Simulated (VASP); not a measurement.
Here is a VASP 6.6.1 calculation.

File INCAR:

```
SYSTEM = BaS
  ALGO = Normal
  EDIFF = 1E-6
  ENCUT = 520
  GGA = PE
  ISIF = 2
  ISMEAR = 0
  LASPH = .True.
  LCHARG = .False.
  LREAL = .False.
  LWAVE = .False.
  NBANDS = 15
  NELM = 80
  PREC = Accurate
  SIGMA = 0.01
```

File KPOINTS:

```
k-points
0
Gamma
  4 4 4
  0 0 0
```

Contents of POSCAR:

```
BaS
1.0
    0.0000000000      3.2117958731      3.2117958731
    3.0833240382      0.0000000000      3.2117958731
    3.0833240382      3.2117958731      0.0000000000
Ba S
1 1
Direct
    0.0000000000      0.0000000000      0.0000000000
    0.5000000000      0.5000000000      0.5000000000
```

Potentials or basis: VASP PAW PBE potentials, release 64 (Ba_sv, S).

Launch:

```bash
$ cat potpaw_PBE.64/Ba_sv/POTCAR potpaw_PBE.64/S/POTCAR > POTCAR
$ mpirun -np 1 vasp_std > vasp.out
```

Q: Predict the band gap on the k mesh.

A: 1.93 eV (least direct gap 2.07 eV).

Q: Predict the pressure.

A: 2.9 GPa.

Stress tensor (GPa, compression positive):
```
5.82 0.00 0.00
0.00 1.44 0.00
0.00 0.00 1.44
```

Caveat: the k points lie up to 0.43 Å⁻¹ apart; the cell differs from its parent crystal (uniaxial x strain -4.0%); spin-orbit coupling is left out, which moves the levels of the heavy elements. A k mesh can miss the band edges.
